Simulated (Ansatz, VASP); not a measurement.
**Ti, level by level in two programs**

```
Ti
1.0
     2.96954    0.00000    0.00000
    -1.48477    2.57169    0.00000
     0.00000    0.00000    4.71099
Ti
2
Cartesian
  1.4848 0.8572 3.5332
  0.0000 1.7145 1.1777
```

Single points on this cell with VASP 6.6.1 and Ansatz 0.2.0. Each row is one pair of runs. Alike in all rows: spin: off; k mesh: 10 × 10 × 6; smearing: fermi-dirac, width 0.05 eV.

| level | VASP's potentials, cutoff | Ansatz's potentials, cutoff | gap on the k mesh at the Fermi level (eV), VASP | gap on the k mesh at the Fermi level (eV), Ansatz | pressure (GPa), VASP | pressure (GPa), Ansatz |
| --- | --- | --- | --- | --- | --- | --- |
| r2SCAN+D4 | VASP PAW PBE potentials, release 64 (Ti_sv), 520 eV | Ansatz PAW, 500 eV | none | none | -4.4 | -4.7 |
| LDA | VASP PAW LDA potentials, release 64 (Ti_sv), 520 eV | Ansatz PAW, 420 eV | none | none | -11.5 | -11.5 |
| PBEsol+D3(BJ) | VASP PAW PBE potentials, release 64 (Ti_sv), 520 eV | Ansatz PAW, 420 eV | none | none | -13.1 | -12.8 |
| revPBE+D3(BJ) | VASP PAW PBE potentials, release 64 (Ti_sv), 520 eV | Ansatz PAW, 420 eV | none | none | -11.6 | -11.4 |

Pressure (GPa): the two programs differ by at most 0.34.

A gap of «none» marks a metal or a gap that the smearing closes.
